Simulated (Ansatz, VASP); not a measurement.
**Two plane-wave programs on Se**

```
Se
1.0
     2.75313    0.00000    0.00000
     0.00000    2.75313    0.00000
     0.00000    0.00000    2.75313
Se
1
Direct
  0.00000 0.00000 0.00000
```

Alike in both runs: task single point; functional PBE; k mesh 18 × 18 × 18; occupations fermi-dirac, width 0.1 eV; no spin polarisation.

|  | VASP | Ansatz |
| --- | --- | --- |
| version | VASP 6.6.1 | Ansatz 0.2.0 |
| potentials or method | VASP PAW PBE potentials, release 64 (Se), cutoff 520 eV | plane waves (420 eV) with PAW, scalar-relativistic |
| valence electrons in the cell | 6 | 16 |

```csv
,VASP,Ansatz,Ansatz less VASP
pressure (GPa),7.2,7.2,-0.06
```

VASP's potentials hold 6 valence electrons a cell and Ansatz's 16, so a difference there can come from the potentials and not from the codes.
